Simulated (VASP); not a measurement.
# HfSi3 in VASP: further runs

HfSi3 is run at these levels: PBEsol; tasks: single point.

Everything below comes from runs of VASP 6.6.1. Logs are shortened: lines on timing, memory, paths and dates and some standing lists are left out, and cuts for length are marked.

### Step 1. The cell of the first run

It takes space group Pm-3m (No. 221, cubic). Conventional cell: a = 4.024 Å, b = 4.024 Å, c = 4.024 Å, α = 90.00°, β = 90.00°, γ = 90.00°. Hf (site symmetry m-3m) has 12 Si at 2.85 Å within 3.7 Å. Within 3.7 Å of Si (site symmetry 4/mmm) lie 4 Hf at 2.85 Å and 8 Si at 2.85 Å.

### Step 2. Single point, PBEsol

INCAR

```
SYSTEM = HfSi3
PREC = Accurate ; ENCUT = 520
EDIFF = 1E-6 ; ISMEAR = 0
SIGMA = 0.05 ; LREAL = .FALSE.
LASPH = .TRUE. ; NELM = 60
ALGO = Normal ; ISIF = 2
LWAVE = .FALSE. ; LCHARG = .FALSE.
GGA = PS ; NBANDS = 19
```

KPOINTS

```
Automatic mesh
0
G
  8 8 8
  0 0 0
```

POSCAR

```
HfSi3
1.0
    4.0242279553      0.0000000000      0.0000000000
    0.0000000000      4.0242279553      0.0000000000
    0.0000000000      0.0000000000      4.0242279553
Hf Si
1 3
Direct
    0.0000000000      0.0000000000      0.0000000000
    0.0000000000      0.5000000000      0.5000000000
    0.5000000000      0.5000000000      0.0000000000
    0.5000000000      0.0000000000      0.5000000000
```

Potentials or basis: VASP PAW PBE potentials, release 64 (Hf_pv, Si).

On the command line:

```console
> cat potpaw_PBE.64/Hf_pv/POTCAR potpaw_PBE.64/Si/POTCAR > POTCAR
> mpirun -np 1 vasp_std > vasp.out
```

OUTCAR:

```text
SYSTEM = HfSi3
   PREC = Accurate
   ENCUT = 520
   EDIFF = 1E-6
   ISMEAR = 0
   LREAL = .FALSE.
   LASPH = .TRUE.
   NELM = 60
   ISIF = 2
   GGA = PS

 ion  position               nearest neighbor table
   1  0.000  0.000  0.000-   2 2.85   3 2.85   4 2.85   2 2.85   4 2.85   2 2.85   3 2.85   2 2.85
                             3 2.85   4 2.85   4 2.85   3 2.85
   2  0.000  0.500  0.500-   1 2.85   3 2.85   4 2.85   1 2.85   3 2.85   1 2.85   4 2.85   1 2.85
                             3 2.85   4 2.85   3 2.85   4 2.85
   3  0.500  0.500  0.000-   1 2.85   2 2.85   4 2.85   2 2.85   4 2.85   1 2.85   4 2.85   4 2.85
                             1 2.85   2 2.85   2 2.85   1 2.85
   4  0.500  0.000  0.500-   1 2.85   2 2.85   3 2.85   1 2.85   3 2.85   2 2.85   3 2.85   3 2.85
                             1 2.85   2 2.85   1 2.85   2 2.85

  LATTYP: Found a simple cubic cell.
 ALAT       =     4.0242279553

  Lattice vectors:

 A1 = (   4.0242279553,   0.0000000000,   0.0000000000)
 A2 = (   0.0000000000,   4.0242279553,   0.0000000000)
 A3 = (   0.0000000000,   0.0000000000,   4.0242279553)

Analysis of symmetry for initial positions (statically):
=====================================================================
 Subroutine PRICEL returns:
 Original cell was already a primitive cell.

 Routine SETGRP: Setting up the symmetry group for a
 simple cubic supercell.

 Subroutine GETGRP returns: Found 48 space group operations
 (whereof 48 operations were pure point group operations)
 out of a pool of 48 trial point group operations.

The static configuration has the point symmetry O_h .

Analysis of symmetry for dynamics (positions and initial velocities):
=====================================================================
 Subroutine PRICEL returns:
 Original cell was already a primitive cell.

 Routine SETGRP: Setting up the symmetry group for a
 simple cubic supercell.

 Subroutine GETGRP returns: Found 48 space group operations
 (whereof 48 operations were pure point group operations)
 out of a pool of 48 trial point group operations.

The dynamic configuration has the point symmetry O_h .

 Subroutine INISYM returns: Found 48 space group operations
 (whereof 48 operations are pure point group operations),
 and found     1 'primitive' translations

----------------------------------------------------------------------------------------

                                     Primitive cell

  volume of cell :      65.1700

  direct lattice vectors                    reciprocal lattice vectors
     4.024227955  0.000000000  0.000000000     0.248494869  0.000000000  0.000000000
     0.000000000  4.024227955  0.000000000     0.000000000  0.248494869  0.000000000
     0.000000000  0.000000000  4.024227955     0.000000000  0.000000000  0.248494869

  length of vectors
     4.024227955  4.024227955  4.024227955     0.248494869  0.248494869  0.248494869

  position of ions in fractional coordinates (direct lattice)
     0.000000000  0.000000000  0.000000000
     0.000000000  0.500000000  0.500000000
     0.500000000  0.500000000  0.000000000
     0.500000000  0.000000000  0.500000000

  ion indices of the primitive-cell ions
   primitive index   ion index
                 1           1
                 2           2
                 3           3
                 4           4

----------------------------------------------------------------------------------------

 KPOINTS: Automatic mesh

Automatic generation of k-mesh.
 Grid dimensions read from file:
 generate k-points for:    8    8    8

 Generating k-lattice:

  Cartesian coordinates                     Fractional coordinates (reciprocal lattice)
     0.031061859  0.000000000  0.000000000     0.125000000  0.000000000  0.000000000
     0.000000000  0.031061859  0.000000000     0.000000000  0.125000000  0.000000000
     0.000000000  0.000000000  0.031061859     0.000000000  0.000000000  0.125000000

  Length of vectors
     0.031061859  0.031061859  0.031061859

  Shift w.r.t. Gamma in fractional coordinates (k-lattice)
     0.000000000  0.000000000  0.000000000

 Subroutine IBZKPT returns following result:
 ===========================================

 Found     35 irreducible k-points:

 Following reciprocal coordinates:
            Coordinates               Weight
  0.000000  0.000000  0.000000      1.000000
  0.125000  0.000000  0.000000      6.000000
  0.250000  0.000000  0.000000      6.000000
  0.375000  0.000000  0.000000      6.000000
  0.500000  0.000000  0.000000      3.000000
  0.125000  0.125000  0.000000     12.000000
[... 16 lines left out ...]
  0.375000  0.375000  0.125000     24.000000
  0.500000  0.375000  0.125000     24.000000
 [... further k-points ...]
   k-points           NKPTS =     35   k-points in BZ     NKDIM =     35   number of bands    NBANDS=     19
   number of dos      NEDOS =    301   number of ions     NIONS =      4
   total plane-waves  NPLWV =  27000
   dimension x,y,z NGX =    30 NGY =   30 NGZ =   30
   dimension x,y,z NGXF=    60 NGYF=   60 NGZF=   60
   ions per type =               1   3
   NGX,Y,Z   is equivalent  to a cutoff of  12.39, 12.39, 12.39 a.u.
   NGXF,Y,Z  is equivalent  to a cutoff of  24.79, 24.79, 24.79 a.u.
 SYSTEM =  HfSi3
   PREC   = accura    normal or accurate (medium, high low for compatibility)
   ISTART =      0    job   : 0-new  1-cont  2-samecut
   ICHARG =      2    charge: 1-file 2-atom 10-const
   ISPIN  =      1    spin polarized calculation?
   LNONCOLLINEAR =      F non collinear calculations
   LSORBIT =      F    spin-orbit coupling
   LASPH  =      T    aspherical Exc in radial PAW
   ENCUT  =  520.0 eV  38.22 Ry    6.18 a.u.   7.48  7.48  7.48*2*pi/ulx,y,z
   NELM   =     60;   NELMIN=  2; NELMDL= -5     # of ELM steps
   EDIFF  = 0.1E-05   stopping-criterion for ELM
   LREAL  =      F    real-space projection
   EDIFFG = 0.1E-04   stopping-criterion for IOM
   NSW    =      0    number of steps for IOM
   IBRION =     -1    ionic relax: 0-MD 1-quasi-New 2-CG
   NFREE  =      0    steps in history (QN), initial steepest desc. (CG)
   ISIF   =      2    stress and relaxation
   ISYM   =      2    0-nonsym 1-usesym 2-fastsym
   POTIM  = 0.5000    time-step for ionic-motion
   TEBEG  =    0.0;   TEEND  =   0.0 temperature during run
   PSTRESS=    0.0 pullay stress
   NELECT =      22.0000    total number of electrons
   NUPDOWN=      -1.0000    fix difference up-down
   EMIN   =  10.00;   EMAX   =-10.00  energy-range for DOS
   EFERMI =   0.00;   METHOD = LEGACY
   ISMEAR =     0;   SIGMA  =   0.05  broadening in eV -4-tet -1-fermi 0-gaus
   EFERMI_NEDOS =   21; number of points for ismear=-14 and -15
   IALGO  =     38    algorithm
   IMIX   =      4    mixing-type and parameters
     AMIX     =   0.40;   BMIX     =  1.00
     AMIX_MAG =   1.60;   BMIX_MAG =  1.00
  volume/ion in A,a.u.               =      16.29       109.95
  Fermi-wavevector in a.u.,A,eV,Ry     =   1.139899  2.154097 17.679008  1.299370
  Thomas-Fermi vector in A             =   2.276602
   LORBIT       =      0    0 simple, 1 ext, 2 COOP (PROOUT), +10 PAW based schemes
   GGA     = PS    functional components
   LHFCALC =     F    Hartree Fock is set to
   AEXX    =    0.0000 exact exchange contribution
   IVDW    =     0    specifies the selected vdW correction
   LEPSILON=     F    determine dielectric tensor
   LRPA    =     F    only Hartree local field effects (RPA)
 non-spin polarized calculation
 Gauss-broadening in eV      SIGMA  =   0.05
  energy-cutoff  :      520.00
  volume of cell :       65.17
 maximum number of plane-waves:      1775
 NGX is ok and might be reduce to    30
   NGX = 15   NGY = 15   NGZ = 15

 number of electron      22.0000003 magnetization

 Free energy of the ion-electron system (eV)
  ---------------------------------------------------
  ext. energy  EPLUGINS =         0.00000000
  ---------------------------------------------------
  free energy    TOTEN  =       -28.31501734 eV

  energy without entropy =      -28.31050523  energy(sigma->0) =      -28.31276129

 E-fermi :   8.6871     XC(G=0): -11.3349

 val. band max:        8.6855385164   @ k =   0.3750   0.3750   0.0000
 cond. band min:       8.6905537436   @ k =   0.3750   0.3750   0.0000
 fundamental gap:      0.0050152272
 Fermi energy:         8.6870581095

 k-point     1 :       0.0000    0.0000    0.0000
  band No.  band energies     occupation
      1     -22.6319      2.00000
      2     -22.6319      2.00000
      3     -22.6319      2.00000
      4      -4.3868      2.00000
      5       2.8062      2.00000
      6       2.8062      2.00000
[... 11 lines left out ...]
     18      11.1898      0.00000
     19      14.5739      0.00000

 k-point     2 :       0.1250    0.0000    0.0000
  band No.  band energies     occupation
      1     -22.6392      2.00000
      2     -22.6312      2.00000
      3     -22.6312      2.00000
      4      -4.2305      2.00000
      5       2.0262      2.00000
      6       2.9422      2.00000
[... 11 lines left out ...]
     18      12.8575      0.00000
     19      13.8046      0.00000

 k-point     3 :       0.2500    0.0000    0.0000
  band No.  band energies     occupation
      1     -22.6568      2.00000
      2     -22.6297      2.00000
      3     -22.6297      2.00000
      4      -3.7706      2.00000
      5       0.6534      2.00000
      6       3.3490      2.00000
[... 11 lines left out ...]
     18      12.9261      0.00000
     19      13.2940      0.00000

 k-point     4 :       0.3750    0.0000    0.0000
  band No.  band energies     occupation
      1     -22.6744      2.00000
      2     -22.6281      2.00000
      3     -22.6281      2.00000
      4      -3.0379      2.00000
      5      -0.7084      2.00000
      6       4.0227      2.00000
[... 407 lines left out ...]
     18      14.1430      0.00000
     19      14.9388      0.00000

 k-point    23 :       0.3750    0.3750    0.1250
  band No.  band energies     occupation
      1     -22.6682      2.00000
      2     -22.6675      2.00000
      3     -22.6312      2.00000
      4      -1.7857      2.00000
      5       0.3918      2.00000
      6       0.4648      2.00000
[... 11 lines left out ...]
     18      13.4553      0.00000
     19      14.4527      0.00000

 k-point    24 :       0.5000    0.3750    0.1250
  band No.  band energies     occupation
      1     -22.6747      2.00000
      2     -22.6669      2.00000
      3     -22.6305      2.00000
      4      -1.2953      2.00000
      5      -0.2595      2.00000
      6       0.7603      2.00000
[... 11 lines left out ...]
     18      13.9996      0.00000
     19      15.3197      0.00000

 [... further k-points ...]
[... 5 lines left out ...]
  --------------------------------------------------------------------------------------
  -------------------------------------------------------------------------------------
  Total       -3.0390104     -3.0390104     -3.0390104     -0.0000000      0.0000000     -0.0000000
  in kB      -74.7128065    -74.7128065    -74.7128065     -0.0000000      0.0000000     -0.0000000
  external PRESSURE =     -74.7128065 kB  Pullay stress =       0.0000000 kB

 VOLUME and BASIS-vectors are now :
 -----------------------------------------------------------------------------
  energy-cutoff  :      520.00
  volume of cell :       65.17
      direct lattice vectors                 reciprocal lattice vectors
     4.024227955  0.000000000  0.000000000     0.248494869  0.000000000  0.000000000
     0.000000000  4.024227955  0.000000000     0.000000000  0.248494869  0.000000000
     0.000000000  0.000000000  4.024227955     0.000000000  0.000000000  0.248494869

 POSITION                                       TOTAL-FORCE (eV/Angst)
 -----------------------------------------------------------------------------------
      0.00000      0.00000      0.00000         0.000000      0.000000      0.000000
      0.00000      2.01211      2.01211         0.000000      0.000000      0.000000
      2.01211      2.01211      0.00000         0.000000      0.000000      0.000000
      2.01211      0.00000      2.01211         0.000000      0.000000      0.000000
 -----------------------------------------------------------------------------------
    total drift:                               -0.000000     -0.000000      0.000000

  FREE ENERGIE OF THE ION-ELECTRON SYSTEM (eV)
  ---------------------------------------------------
  free  energy   TOTEN  =       -28.3150173396 eV

  energy  without entropy=      -28.3105052323  energy(sigma->0) =      -28.31276129
```

Run time: 27 s. Hardware: 1 thread of Intel Xeon Platinum 8488C (Sapphire Rapids), shared host; peak memory 0.19 GiB.

What came out:

```yaml
Free_energy: -28.3150 eV
Pressure: -7.5 GPa
Band_gap_on_the_k_mesh: zero (band 11 reaches 9.51 eV, above the bottom of band 12 at 7.66 eV)
```

Caveat: the PAW data sets were made with another functional, which shifts forces and pressure a little; spin-orbit coupling is left out, which moves the levels of the heavy elements.

### Step 3. Single point, PBEsol

This run uses another cell than the first one, of 15.48 Å³/atom, 0.950 times its volume.

INCAR

```
SYSTEM = HfSi3
PREC     = Accurate       ! precision mode
ENCUT    = 520            ! plane-wave cutoff, eV
EDIFF    = 1E-7           ! SCF threshold, eV
ISMEAR   = 0              ! smearing method
SIGMA    = 0.05           ! smearing width, eV
LREAL    = .False.        ! projectors in reciprocal space
LASPH    = .True.         ! aspherical terms in the spheres
NELM     = 100            ! most SCF steps
ALGO     = Normal         ! electronic algorithm
ISIF     = 2              ! what is computed and relaxed
LWAVE    = .False.        ! write WAVECAR
LCHARG   = .False.        ! write CHGCAR
GGA      = PS             ! functional
NBANDS   = 19             ! bands
```

KPOINTS

```
regular mesh
0
Gamma
  8 8 8
  0 0 0
```

POSCAR

```
HfSi3
1.0
    4.0086058869      0.0000000000      0.0000000000
    0.0000000000      3.9300057715      0.0000000000
    0.0000000000      0.0000000000      3.9300057715
Hf Si
1 3
Direct
    0.0000000000      0.0000000000      0.0000000000
    0.0000000000      0.5000000000      0.5000000000
    0.5000000000      0.5000000000      0.0000000000
    0.5000000000      0.0000000000      0.5000000000
```

Potentials or basis: VASP PAW PBE potentials, release 64 (Hf_pv, Si).

On the command line:

```console
> cat potpaw_PBE.64/Hf_pv/POTCAR potpaw_PBE.64/Si/POTCAR > POTCAR
> mpirun -np 1 vasp_std > vasp.out
```

It took 59 s on 1 thread of Intel Xeon Platinum 8488C (Sapphire Rapids), shared host; peak memory 0.22 GiB.

It converged, with:

| Property | Result |
| --- | --- |
| Free energy | -28.4162 eV |
| Pressure | -2.2 GPa |
| Band gap on the k mesh | zero (band 11 reaches 10.16 eV, above the bottom of band 12 at 8.26 eV) |

Stress tensor (GPa, compression positive):
```
-2.54  0.00  0.00
 0.00 -2.09  0.00
 0.00  0.00 -2.09
```

Levels at points of the mesh, in eV from the Fermi level:
| k point | band 8 | band 9 | band 10 | band 11 | band 12 | band 13 | band 14 | band 15 |
| --- | --- | --- | --- | --- | --- | --- | --- | --- |
| (0.00, 0.00, 0.00) | -4.14 | -4.14 | -0.24 | -0.10 | -0.10 | -0.02 | 2.15 | 2.18 |
| (0.50, 0.00, 0.00) | -3.95 | -3.46 | -1.06 | -1.06 | -0.27 | 0.13 | 0.47 | 3.00 |
| (0.00, 0.50, 0.00) | -4.03 | -3.62 | -1.25 | -1.05 | -0.27 | 0.41 | 0.46 | 2.74 |
| (0.50, 0.50, 0.00) | -3.10 | -3.00 | -1.09 | -0.85 | 0.80 | 0.83 | 0.83 | 1.63 |
| (0.00, 0.50, 0.50) | -3.18 | -3.18 | -1.26 | -1.22 | 0.59 | 0.59 | 0.97 | 1.83 |
| (0.50, 0.50, 0.50) | -5.13 | -5.02 | -5.02 | -1.03 | 2.07 | 2.26 | 3.99 | 3.99 |

Caveat: the PAW data sets were made with another functional, which shifts forces and pressure a little; spin-orbit coupling is left out, which moves the levels of the heavy elements.

### Step 4. Single point, PBEsol (atom 3 (Si) moved 0.12 Å along x)

INCAR

```
SYSTEM = HfSi3
PREC = Accurate
ENCUT = 520
EDIFF = 1E-7
ISMEAR = 0
SIGMA = 0.05
LREAL = .FALSE.
LASPH = .TRUE.
NELM = 80
ALGO = Normal
ISIF = 2
LWAVE = .FALSE.
LCHARG = .FALSE.
GGA = PS
NBANDS = 19
```

KPOINTS

```
regular mesh
0
G
  8 8 8
  0 0 0
```

POSCAR

```
HfSi3
1.0
    3.9300057715      0.0000000000      0.0000000000
    0.0000000000      3.9300057715      0.0000000000
    0.0000000000      0.0000000000      3.9300057715
Hf Si
1 3
Direct
    0.0000000000      0.0000000000      0.0000000000
    0.0000000000      0.5000000000      0.5000000000
    0.5305343063      0.5000000000      0.0000000000
    0.5000000000      0.0000000000      0.5000000000
```

On the command line:

```console
> cat potpaw_PBE.64/Hf_pv/POTCAR potpaw_PBE.64/Si/POTCAR > POTCAR
> mpirun -np 1 vasp_std > vasp.out
```

Wall time 99 s (1 thread of Intel Xeon Platinum 8488C (Sapphire Rapids), shared host); peak memory 0.26 GiB.

The run converged. Its results:

| Item | Value |
| --- | --- |
| Free energy | -28.3788 eV |
| Pressure | 0.5 GPa |
| Largest force | 0.758 eV/Å |
| Band gap on the k mesh | zero (band 11 reaches 10.38 eV, above the bottom of band 12 at 8.41 eV) |

Forces on the atoms (eV/Å):
```
Hf   0.568  0.000  0.000
Si   0.124  0.000  0.000
Si  -0.758  0.000  0.000
Si   0.066  0.000  0.000
```

Stress tensor (GPa, compression positive):
```
0.46 0.00 0.00
0.00 0.89 0.00
0.00 0.00 0.23
```

Levels at points of the mesh, in eV from the Fermi level:
```
           k point  band 7  band 8  band 9  band 10  band 11  band 12  band 13  band 14  band 15  band 16
(0.00, 0.00, 0.00)   -4.30   -4.29   -4.24    -0.30    -0.15    -0.12    -0.11     2.18     2.20     2.26
(0.50, 0.00, 0.00)   -4.52   -4.19   -3.42    -1.17    -1.14    -0.32     0.40     0.44     2.91     2.95
(0.00, 0.50, 0.00)   -4.51   -4.09   -3.48    -1.15    -1.14    -0.33     0.35     0.45     2.92     2.94
(0.00, 0.00, 0.50)   -4.52   -4.16   -3.51    -1.20    -1.04    -0.29     0.37     0.53     2.93     2.93
(0.50, 0.50, 0.00)   -7.26   -3.24   -3.17    -1.13    -1.01     0.55     0.78     1.14     1.70     4.31
(0.00, 0.50, 0.50)   -7.24   -3.17   -3.13    -1.24    -0.94     0.72     0.77     0.89     1.67     4.33
(0.50, 0.00, 0.50)   -7.22   -3.18   -3.17    -1.19    -0.99     0.74     0.76     0.96     1.72     4.32
(0.50, 0.50, 0.50)   -7.03   -5.12   -5.10    -5.10    -1.03     2.17     2.20     4.08     4.14     4.14
```

Caveat: the cell differs from its parent crystal (atom 3 (Si) moved 0.12 Å along x); the PAW data sets were made with another functional, which shifts forces and pressure a little; spin-orbit coupling is left out, which moves the levels of the heavy elements.

### Step 5. Overview

| cell | gap on the mesh (eV) | pressure (GPa) |
| --- | --- | --- |
| a = 4.024 Å, 4 atoms | none | -7.5 |
| a = 4.009, b = 3.930, c = 3.930 Å, 4 atoms | none | -2.2 |
| a = 3.930 Å, 4 atoms | none | 0.5 |

Alike in all rows: task single point; level PBEsol; potentials or basis VASP PAW PBE potentials, release 64 (Hf_pv, Si); no spin polarisation; k mesh 8 × 8 × 8; cutoff (eV) 520; smearing gaussian 0.05 eV.

Caveats: the PAW data sets were made with another functional, which shifts forces and pressure a little; spin-orbit coupling is left out, which moves the levels of the heavy elements.

Absolute energies hang on the potentials; compare differences alone.
